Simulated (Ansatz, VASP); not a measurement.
## Cu in VASP and in Ansatz

File INCAR:

```
PREC = Accurate ; ENCUT = 520
EDIFF = 1E-6 ; ISMEAR = 1
SIGMA = 0.05 ; LREAL = False
LASPH = True ; NELM = 80
ALGO = Normal ; ISIF = 2
LWAVE = False ; LCHARG = False
GGA = PS ; NBANDS = 18
```

File KPOINTS:

```
Automatic mesh
0
Gamma
  14 14 13
```

The input POSCAR:

```
Cu
1.0
    1.2184640000     -3.9763780000      0.0000000000
    1.2184640000      3.9763780000      0.0000000000
    0.0000000000      0.0000000000      2.4754960000
Cu
2
Direct
    0.1338670000      0.8661330000      0.2500000000
    0.8661330000      0.1338670000      0.7500000000
```

Input for Ansatz:

```yaml
crystal:
  lattice:
    - [1.218464, -3.976378, 0.0]
    - [1.218464, 3.976378, 0.0]
    - [0.0, 0.0, 2.475496]
  atoms:
    - { symbol: Cu, position: [0.133867, 0.866133, 0.25] }
    - { symbol: Cu, position: [0.866133, 0.133867, 0.75] }
kpoints:
  mp_grid:
    grid: [14, 14, 13]
hamiltonian:
  xc: pbesol
  pseudopotentials:
    kind: paw
scf:
  occupations:
    method: cold
    width: 0.05
output:
  forces: true
  stress: true
  eigenvalues: true
```

Alike in both runs: task single point; functional PBEsol; k mesh 14 × 14 × 13; no spin polarisation.

|  | VASP | Ansatz |
| --- | --- | --- |
| version | VASP 6.6.1 | Ansatz 0.2.0 |
| potentials or method | VASP PAW PBE potentials, release 64 (Cu) | plane waves, PAW |
| plane-wave cutoff (eV) | 520 | 420 |
| occupations | methfessel-paxton of order 1, width 0.05 eV | cold, width 0.05 eV |
| valence electrons in the cell | 22 | 38 |

VASP gave:

| Item | Value |
| --- | --- |
| gap on the k mesh at the Fermi level (eV) | none |
| pressure (GPa) | -0.8 |
| traceless stress, the component that is largest in VASP (GPa) | 0.41 |
| rms of the force components (eV/Å) | 0.004 |

**Question.** Which values does Ansatz return?

**Answer.** gap on the k mesh at the Fermi level (eV): none; pressure (GPa): -1.5; traceless stress, the component that is largest in VASP (GPa): 0.35; rms of the force components (eV/Å): 0.006.

VASP's potentials were made for PBE, not for PBEsol. Atom by atom the forces differ by 0.003 eV/Å (rms over components). A gap of «none» marks a metal or a gap that the smearing closes. VASP's potentials hold 22 valence electrons a cell and Ansatz's 38, so a difference there can come from the potentials and not from the codes.
